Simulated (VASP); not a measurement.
# K8Ta8O25 (a cell with a defect) in VASP: single point with PBEsol

Aim: the single point of K8Ta8O25 (a cell with a defect) with PBEsol.

Program: VASP 6.6.1. These are calculated values, not measurements. Logs are shortened: lines on timing, memory, paths and dates and some standing lists are left out, and cuts for length are marked.

## Step 1: The cell of the first run

The cell holds a defect, 41 atoms: a = 7.971 Å, b = 7.971 Å, c = 7.971 Å, α = 90.00°, β = 90.00°, γ = 90.00°.

## Step 2: Single point, PBEsol

INCAR

```
SYSTEM = K8Ta8O25
ALGO     = Normal         ! electronic algorithm
EDIFF    = 1E-6           ! SCF threshold, eV
ENCUT    = 520            ! plane-wave cutoff, eV
GGA      = PS             ! functional
ISIF     = 2              ! what is computed and relaxed
ISMEAR   = -1             ! smearing method
ISYM     = 0            
LASPH    = .True.         ! aspherical terms in the spheres
LCHARG   = .False.        ! write CHGCAR
LREAL    = Auto         
LWAVE    = .False.        ! write WAVECAR
NBANDS   = 181            ! bands
NELECT   = 312.0        
NELM     = 100            ! most SCF steps
PREC     = Accurate       ! precision mode
SIGMA    = 0.05           ! smearing width, eV
```

KPOINTS

```
Automatic mesh
0
Gamma
  1 1 1
  0.25 0.25 0.25
```

POSCAR

```
K8Ta8O25
1.0
    7.9708780000      0.0000000000      0.0000000000
    0.0000000000      7.9708780000      0.0000000000
    0.0000000000      0.0000000000      7.9708780000
K Ta O
8 8 25
Direct
    0.0143200000      0.9829600000      0.0014350000
    0.9838310000      0.0091270000      0.5023600000
    0.0145310000      0.5055620000      0.0017730000
    0.9831050000      0.4792640000      0.5019900000
    0.4860530000      0.9827620000      0.0015540000
    0.5167930000      0.0089390000      0.5018910000
    0.4862700000      0.5049910000      0.0018460000
    0.5161600000      0.4792210000      0.5014230000
    0.2502850000      0.2445500000      0.2494510000
    0.2498970000      0.2433960000      0.7532710000
    0.2501250000      0.7449260000      0.2999320000
    0.2518210000      0.7426420000      0.7292030000
    0.7503090000      0.2441860000      0.2476670000
    0.7498200000      0.2445060000      0.7554810000
    0.7503650000      0.7442580000      0.2519190000
    0.7512710000      0.7444300000      0.7493460000
    0.2498380000      0.2441450000      0.0015170000
    0.2498570000      0.2442080000      0.4995310000
    0.2484590000      0.7442200000      0.9744770000
    0.2501990000      0.8800450000      0.5037140000
    0.7499190000      0.2438270000      0.0008840000
    0.7499660000      0.2440110000      0.5006470000
    0.7495410000      0.7439090000      0.0001470000
    0.7493250000      0.7438970000      0.4978960000
    0.9963630000      0.2442610000      0.2501170000
    0.9963220000      0.2442920000      0.7518370000
    0.9998800000      0.7441970000      0.2611980000
    0.9955990000      0.7438100000      0.7341560000
    0.5038450000      0.2437050000      0.2498440000
    0.5036350000      0.2438790000      0.7515510000
    0.4994720000      0.7442060000      0.2605410000
    0.5041320000      0.7435170000      0.7341970000
    0.2496200000      0.9984120000      0.2316060000
    0.2505350000      0.0024310000      0.7699240000
    0.2504140000      0.4894470000      0.2300680000
    0.2508800000      0.4862040000      0.7690720000
    0.7501400000      0.9936480000      0.2478500000
    0.7499600000      0.9938810000      0.7529240000
    0.7499760000      0.4944520000      0.2477920000
    0.7500210000      0.4939680000      0.7530110000
    0.2490660000      0.6081230000      0.5024880000
```

Potentials or basis: VASP PAW PBE potentials, release 64 (K_sv, Ta_pv, O).

Run with:

```bash
> cat potpaw_PBE.64/K_sv/POTCAR potpaw_PBE.64/Ta_pv/POTCAR potpaw_PBE.64/O/POTCAR > POTCAR
> mpirun -np 1 vasp_std > vasp.out
```

OUTCAR:

```text
SYSTEM = K8Ta8O25
   EDIFF = 1E-6
   ENCUT = 520
   GGA = PS
   ISIF = 2
   ISMEAR = -1
   ISYM = 0
   LASPH = .True.
   LREAL = Auto
   NELECT = 312.0
   NELM = 100
   PREC = Accurate

 ion  position               nearest neighbor table
   1  0.014  0.983  0.001-  33 2.63  34 2.64  19 2.67  17 2.80  27 2.81  23 2.84  28 2.86  25 2.88
                            37 2.88  26 2.88  10 3.43   9 3.43  12 3.46  15 3.47  16 3.47  13 3.55
   2  0.984  0.009  0.502-  20 2.36  22 2.64  26 2.73  38 2.73  25 2.75  37 2.76  28 2.81  24 2.82
                            18 2.83  27 2.86  14 3.33  13 3.33  11 3.40  16 3.43  15 3.45  10 3.46
   3  0.015  0.506  0.002-  35 2.62  36 2.65  19 2.67  17 2.80  27 2.81  23 2.84  28 2.86  25 2.88
                            39 2.88  26 2.89   9 3.43  10 3.44  12 3.45  15 3.47  16 3.48  13 3.55
   4  0.983  0.479  0.502-  41 2.36  22 2.64  40 2.73  26 2.74  25 2.75  39 2.75  28 2.81  24 2.81
                            18 2.83  27 2.86  14 3.32  13 3.33  11 3.41  16 3.43  15 3.45  10 3.47
   5  0.486  0.983  0.002-  33 2.63  34 2.64  19 2.69  17 2.81  31 2.81  23 2.83  32 2.86  29 2.87
                            37 2.88  30 2.88  10 3.43   9 3.43  12 3.44  15 3.47  16 3.48  14 3.55
   6  0.517  0.009  0.502-  20 2.36  22 2.64  38 2.73  30 2.73  29 2.75  37 2.75  24 2.81  32 2.81
                            18 2.84  31 2.86  14 3.33  13 3.33  11 3.40  16 3.44  15 3.45  10 3.47
   7  0.486  0.505  0.002-  35 2.62  36 2.64  19 2.70  17 2.81  31 2.81  23 2.83  32 2.86  29 2.87
                            39 2.88  30 2.89   9 3.43  12 3.44  10 3.44  15 3.47  16 3.49  14 3.55
   8  0.516  0.479  0.501-  41 2.36  22 2.64  30 2.74  40 2.74  29 2.75  39 2.75  32 2.81  24 2.81
                            18 2.83  31 2.86  14 3.33  13 3.33  11 3.40  16 3.45  15 3.45   9 3.47
   9  0.250  0.245  0.249-  35 1.96  33 1.97  17 1.98  18 1.99  29 2.02  25 2.02   7 3.43   3 3.43
[... 4 lines left out ...]
                             2 3.40   8 3.40   4 3.41  12 3.42   5 3.58   1 3.58   3 3.58   7 3.58
  12  0.252  0.743  0.729-  19 1.96  32 2.01  28 2.04  36 2.07  34 2.10  41 2.10  20 2.10  11 3.42
                             7 3.44   5 3.44   3 3.45   1 3.46   8 3.48   6 3.50   4 3.50   2 3.51
  13  0.750  0.244  0.248-  25 1.96  29 1.96  21 1.97  39 1.99  37 2.00  22 2.02   4 3.33   8 3.33
                             6 3.33   2 3.33   7 3.55   1 3.55   3 3.55   5 3.55
  14  0.750  0.245  0.755-  21 1.96  30 1.96  26 1.97  40 1.99  38 2.00  22 2.03   4 3.32   6 3.33
                             8 3.33   2 3.33   7 3.55   5 3.55   1 3.55   3 3.55
  15  0.750  0.744  0.252-  24 1.96  37 1.99  27 1.99  39 1.99  31 2.00  23 2.01   4 3.45   6 3.45
                             8 3.45   2 3.45   3 3.47   1 3.47   5 3.47   7 3.47
  16  0.751  0.744  0.749-  28 1.95  32 1.97  38 1.99  40 2.00  23 2.00  24 2.00   2 3.43   4 3.43
                             6 3.44   8 3.45   1 3.47   3 3.48   5 3.48   7 3.49
  17  0.250  0.244  0.002-   9 1.98  10 1.98   1 2.80   3 2.80   7 2.81   5 2.81
  18  0.250  0.244  0.500-   9 1.99  10 2.02   2 2.83   8 2.83   4 2.83   6 2.84
  19  0.248  0.744  0.974-  12 1.96  11 2.59   3 2.67   1 2.67   5 2.69   7 2.70
  20  0.250  0.880  0.504-  11 1.95  12 2.10   2 2.36   6 2.36
  21  0.750  0.244  0.001-  14 1.96  13 1.97
  22  0.750  0.244  0.501-  13 2.02  14 2.03   6 2.64   4 2.64   2 2.64   8 2.64
  23  0.750  0.744  0.000-  16 2.00  15 2.01   7 2.83   5 2.83   3 2.84   1 2.84
  24  0.749  0.744  0.498-  15 1.96  16 2.00   6 2.81   8 2.81   4 2.81   2 2.82
  25  0.996  0.244  0.250-  13 1.96   9 2.02   4 2.75   2 2.75   3 2.88   1 2.88
  26  0.996  0.244  0.752-  14 1.97  10 2.02   2 2.73   4 2.74   1 2.88   3 2.89
  27  1.000  0.744  0.261-  15 1.99  11 2.02   3 2.81   1 2.81   4 2.86   2 2.86
  28  0.996  0.744  0.734-  16 1.95  12 2.04   4 2.81   2 2.81   3 2.86   1 2.86
  29  0.504  0.244  0.250-  13 1.96   9 2.02   6 2.75   8 2.75   5 2.87   7 2.87
  30  0.504  0.244  0.752-  14 1.96  10 2.02   6 2.73   8 2.74   5 2.88   7 2.89
  31  0.499  0.744  0.261-  15 2.00  11 2.01   5 2.81   7 2.81   8 2.86   6 2.86
  32  0.504  0.744  0.734-  16 1.97  12 2.01   8 2.81   6 2.81   7 2.86   5 2.86
  33  0.250  0.998  0.232-   9 1.97  11 2.09   1 2.63   5 2.63
  34  0.251  0.002  0.770-  10 1.93  12 2.10   5 2.64   1 2.64
  35  0.250  0.489  0.230-   9 1.96  11 2.11   7 2.62   3 2.62
  36  0.251  0.486  0.769-  10 1.94  12 2.07   7 2.64   3 2.65
  37  0.750  0.994  0.248-  15 1.99  13 2.00   6 2.75   2 2.76   5 2.88   1 2.88
  38  0.750  0.994  0.753-  16 1.99  14 2.00   6 2.73   2 2.73
  39  0.750  0.494  0.248-  15 1.99  13 1.99   4 2.75   8 2.75   7 2.88   3 2.88
  40  0.750  0.494  0.753-  14 1.99  16 2.00   4 2.73   8 2.74
  41  0.249  0.608  0.502-  11 1.95  12 2.10   4 2.36   8 2.36

IMPORTANT INFORMATION: All symmetrisations will be switched off!
NOSYMM: (Re-)initialisation of all symmetry stuff for point group C_1.

----------------------------------------------------------------------------------------

                                     Primitive cell

  volume of cell :     506.4289

  direct lattice vectors                    reciprocal lattice vectors
     7.970878000  0.000000000  0.000000000     0.125456694  0.000000000  0.000000000
     0.000000000  7.970878000  0.000000000     0.000000000  0.125456694  0.000000000
     0.000000000  0.000000000  7.970878000     0.000000000  0.000000000  0.125456694

[... 109 lines left out ...]
     0.250000000  0.250000000  0.250000000

 Subroutine IBZKPT returns following result:
 ===========================================

 Found      4 irreducible k-points:

 Following reciprocal coordinates:
            Coordinates               Weight
  0.250000  0.250000  0.250000      2.000000
 -0.250000  0.250000  0.250000      2.000000
 -0.250000 -0.250000  0.250000      2.000000
  0.250000 -0.250000  0.250000      2.000000
   k-points           NKPTS =      4   k-points in BZ     NKDIM =      4   number of bands    NBANDS=    181
   number of dos      NEDOS =    301   number of ions     NIONS =     41
   total plane-waves  NPLWV = 216000
   dimension x,y,z NGX =    60 NGY =   60 NGZ =   60
   dimension x,y,z NGXF=   120 NGYF=  120 NGZF=  120
   ions per type =               8   8  25
   NGX,Y,Z   is equivalent  to a cutoff of  12.51, 12.51, 12.51 a.u.
   NGXF,Y,Z  is equivalent  to a cutoff of  25.03, 25.03, 25.03 a.u.
 SYSTEM =  K8Ta8O25
   PREC   = accura    normal or accurate (medium, high low for compatibility)
   ISTART =      0    job   : 0-new  1-cont  2-samecut
   ICHARG =      2    charge: 1-file 2-atom 10-const
   ISPIN  =      1    spin polarized calculation?
   LNONCOLLINEAR =      F non collinear calculations
   LSORBIT =      F    spin-orbit coupling
   LASPH  =      T    aspherical Exc in radial PAW
   ENCUT  =  520.0 eV  38.22 Ry    6.18 a.u.  14.82 14.82 14.82*2*pi/ulx,y,z
   NELM   =    100;   NELMIN=  2; NELMDL= -5     # of ELM steps
   EDIFF  = 0.1E-05   stopping-criterion for ELM
   LREAL  =      T    real-space projection
   EDIFFG = 0.1E-04   stopping-criterion for IOM
   NSW    =      0    number of steps for IOM
   IBRION =     -1    ionic relax: 0-MD 1-quasi-New 2-CG
   NFREE  =      0    steps in history (QN), initial steepest desc. (CG)
   ISIF   =      2    stress and relaxation
   ISYM   =      0    0-nonsym 1-usesym 2-fastsym
   POTIM  = 0.5000    time-step for ionic-motion
   TEBEG  =    0.0;   TEEND  =   0.0 temperature during run
   PSTRESS=    0.0 pullay stress
   NELECT =     312.0000    total number of electrons
   NUPDOWN=      -1.0000    fix difference up-down
   EMIN   =  10.00;   EMAX   =-10.00  energy-range for DOS
   EFERMI =   0.00;   METHOD = LEGACY
   ISMEAR =    -1;   SIGMA  =   0.05  broadening in eV -4-tet -1-fermi 0-gaus
   EFERMI_NEDOS =   21; number of points for ismear=-14 and -15
   IALGO  =     38    algorithm
   IMIX   =      4    mixing-type and parameters
     AMIX     =   0.40;   BMIX     =  1.00
     AMIX_MAG =   1.60;   BMIX_MAG =  1.00
  volume/ion in A,a.u.               =      12.35        83.35
  Fermi-wavevector in a.u.,A,eV,Ry     =   1.393008  2.632403 26.401705  1.940471
  Thomas-Fermi vector in A             =   2.516695
   LORBIT       =      0    0 simple, 1 ext, 2 COOP (PROOUT), +10 PAW based schemes
   GGA     = PS    functional components
   LHFCALC =     F    Hartree Fock is set to
   AEXX    =    0.0000 exact exchange contribution
   IVDW    =     0    specifies the selected vdW correction
   LEPSILON=     F    determine dielectric tensor
   LRPA    =     F    only Hartree local field effects (RPA)
 non-spin polarized calculation
  energy-cutoff  :      520.00
  volume of cell :      506.43
 maximum number of plane-waves:     13601
   NGX = 29   NGY = 29   NGZ = 29

 number of electron     311.9999954 magnetization

 Free energy of the ion-electron system (eV)
  ---------------------------------------------------
  ext. energy  EPLUGINS =         0.00000000
  ---------------------------------------------------
  free energy    TOTEN  =      -339.59816131 eV

  energy without entropy =     -339.59815857  energy(sigma->0) =     -339.59815994

 E-fermi :   3.7715     XC(G=0): -11.3035

 val. band max:        3.0794206205   @ k =  -0.2500  -0.2500   0.2500
 cond. band min:       4.4666611137   @ k =  -0.2500  -0.2500   0.2500
 fundamental gap:      1.3872404932
 Fermi energy:         3.7714831893

 k-point     1 :       0.2500    0.2500    0.2500
  band No.  band energies     occupation
      1     -32.6144      2.00000
      2     -32.6084      2.00000
      3     -32.6038      2.00000
      4     -32.5675      2.00000
      5     -32.5552      2.00000
      6     -32.5457      2.00000
[... 673 lines left out ...]
    167       6.4657      0.00000
    168       6.4932      0.00000
 [bands above 168 left out]

------------------------ aborting loop because EDIFF is reached ----------------------------------------

  FORCE on cell =-STRESS in cart. coord.  units (eV):
  Direction    XX          YY          ZZ          XY          YZ          ZX
  --------------------------------------------------------------------------------------
  -------------------------------------------------------------------------------------
  Total       24.4886650     27.4049182     21.2922120      0.0010279      0.1242890      0.0281435
  in kB       77.4742188     86.7003011     67.3616750      0.0032520      0.3932101      0.0890371
  external PRESSURE =      77.1787317 kB  Pullay stress =       0.0000000 kB

 VOLUME and BASIS-vectors are now :
 -----------------------------------------------------------------------------
  energy-cutoff  :      520.00
  volume of cell :      506.43
      direct lattice vectors                 reciprocal lattice vectors
     7.970878000  0.000000000  0.000000000     0.125456694  0.000000000  0.000000000
     0.000000000  7.970878000  0.000000000     0.000000000  0.125456694  0.000000000
     0.000000000  0.000000000  7.970878000     0.000000000  0.000000000  0.125456694

 POSITION                                       TOTAL-FORCE (eV/Angst)
 -----------------------------------------------------------------------------------
      0.11414      7.83505      0.01144        -0.020276     -0.000256      0.008632
      7.84200      0.07275      4.00425        -0.020419      0.009057     -0.005195
      0.11582      4.02977      0.01413        -0.028933     -0.010943     -0.008002
      7.83621      3.82015      4.00130        -0.018006     -0.012883     -0.004807
      3.87427      7.83348      0.01239         0.016185     -0.001094      0.014518
      4.11929      0.07125      4.00051         0.014671      0.008427      0.000584
[... 33 lines left out ...]
      5.97833      3.93736      6.00216        -0.006111      0.013272      0.009567
      1.98527      4.84727      4.00527         0.024511     -0.074526      0.049016
 -----------------------------------------------------------------------------------
    total drift:                                0.002714      0.034100      0.018916

  FREE ENERGIE OF THE ION-ELECTRON SYSTEM (eV)
  ---------------------------------------------------
  free  energy   TOTEN  =      -339.5981613126 eV

  energy  without entropy=     -339.5981585652  energy(sigma->0) =     -339.59815994
```

Wall time 13 min (1 thread of Intel Xeon Platinum 8259CL at 2.50GHz (Skylake/Cascade Lake), shared host); peak memory 0.62 GiB.

Results:

- Free energy: -339.5982 eV
- Largest force: 0.219 eV/Å

Forces on the atoms (eV/Å):
```
K   -0.020  0.000  0.009
K   -0.020  0.009 -0.005
K   -0.029 -0.011 -0.008
K   -0.018 -0.013 -0.005
K    0.016 -0.001  0.015
K    0.015  0.008  0.001
K    0.021  0.011 -0.002
K    0.020 -0.007  0.012
Ta  -0.009 -0.004  0.023
Ta   0.000  0.038 -0.034
Ta   0.004 -0.059 -0.211
Ta  -0.092  0.134 -0.019
Ta  -0.007 -0.006  0.013
Ta  -0.003 -0.007 -0.031
Ta  -0.055 -0.007 -0.035
Ta  -0.035 -0.017 -0.002
O    0.003 -0.010 -0.002
O    0.006 -0.002  0.013
O    0.047 -0.016  0.108
O    0.014  0.033  0.080
O    0.003  0.004  0.005
O    0.002  0.002  0.007
O    0.023  0.007  0.005
O    0.015  0.006  0.021
O    0.025 -0.003 -0.012
O    0.045 -0.007  0.001
O    0.029 -0.008 -0.008
O    0.062  0.002 -0.005
O   -0.037  0.003  0.000
O   -0.025  0.009  0.011
O    0.001  0.000  0.013
O   -0.017  0.011  0.004
O    0.007 -0.023 -0.042
O   -0.002 -0.120 -0.038
O   -0.005  0.078  0.043
O   -0.003  0.025  0.020
O    0.005  0.001 -0.006
O    0.002  0.006  0.011
O   -0.003 -0.003 -0.008
O   -0.006  0.013  0.010
O    0.025 -0.075  0.049
```

Levels at points of the mesh, in eV from the Fermi level:
| k point | band 153 | band 154 | band 155 | band 156 | band 157 | band 158 | band 159 | band 160 |
| --- | --- | --- | --- | --- | --- | --- | --- | --- |
| (0.25, 0.25, 0.25) | -1.88 | -1.64 | -1.40 | -0.70 | 0.70 | 0.94 | 1.07 | 1.19 |

Caveat: the cell carries a net charge on a neutralising background, which shifts energy and pressure; the cell is charged against a uniform background, so pressure and absolute levels hang on convention; the PAW data sets were made with another functional, which shifts forces and pressure a little; spin-orbit coupling is left out, which moves the levels of the heavy elements.
